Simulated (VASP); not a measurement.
Here is a VASP 6.6.1 calculation.

The input POSCAR:

```
Hf
1.0
   -1.8050000000      1.8050000000      1.8050000000
    1.8050000000     -1.8050000000      1.8050000000
    1.8050000000      1.8050000000     -1.8050000000
Hf
1
Direct
    0.0000000000      0.0000000000      0.0000000000
```

Contents of INCAR.step1:

```
SYSTEM = Hf
ALGO     = Normal         ! electronic algorithm
EDIFF    = 1E-5           ! SCF threshold, eV
ENCUT    = 550            ! plane-wave cutoff, eV
GGA      = PE             ! functional
GGA_COMPAT= .False.      
ISMEAR   = -1             ! smearing method
LASPH    = .True.         ! aspherical terms in the spheres
LCHARG   = .False.        ! write CHGCAR
LREAL    = .False.        ! projectors in reciprocal space
LWAVE    = .True.         ! write WAVECAR
NBANDS   = 11             ! bands
NELM     = 120            ! most SCF steps
PREC     = Accurate       ! precision mode
SIGMA    = 0.08           ! smearing width, eV
```

Contents of INCAR.step2:

```
SYSTEM = Hf
ALGO     = Normal         ! electronic algorithm
EDIFF    = 1E-6           ! SCF threshold, eV
ENCUT    = 550            ! plane-wave cutoff, eV
GGA_COMPAT= .False.      
ISIF     = 2              ! what is computed and relaxed
ISMEAR   = -1             ! smearing method
ISTART   = 1            
LASPH    = .True.         ! aspherical terms in the spheres
LCHARG   = .True.         ! write CHGCAR
LELF     = .True.         ! ELF
LMIXTAU  = .True.       
LREAL    = .False.        ! projectors in reciprocal space
LVHAR    = .True.       
LWAVE    = .False.        ! write WAVECAR
METAGGA  = R2SCAN         ! meta-GGA
NBANDS   = 11             ! bands
NELM     = 120            ! most SCF steps
PREC     = Accurate       ! precision mode
SIGMA    = 0.08           ! smearing width, eV
```

Contents of KPOINTS:

```
k-points
0
Gamma
  16 16 16
  0 0 0
```

Potentials or basis: VASP PAW PBE potentials, release 64 (Hf_pv).

The run is started by

```bash
$ cat potpaw_PBE.64/Hf_pv/POTCAR > POTCAR
$ cp INCAR.step1 INCAR
$ mpirun -np 1 vasp_std > vasp.out
$ cp INCAR.step2 INCAR
$ mpirun -np 1 vasp_std > vasp.out
```

Estimate the band gap on the k mesh.

zero (band 5 reaches 5.85 eV, above the bottom of band 6 at 3.43 eV).

Estimate the pressure.

-5.8 GPa.

Caveat: the PAW data sets were made with another functional, which shifts forces and pressure a little; spin-orbit coupling is left out, which moves the levels of the heavy elements.
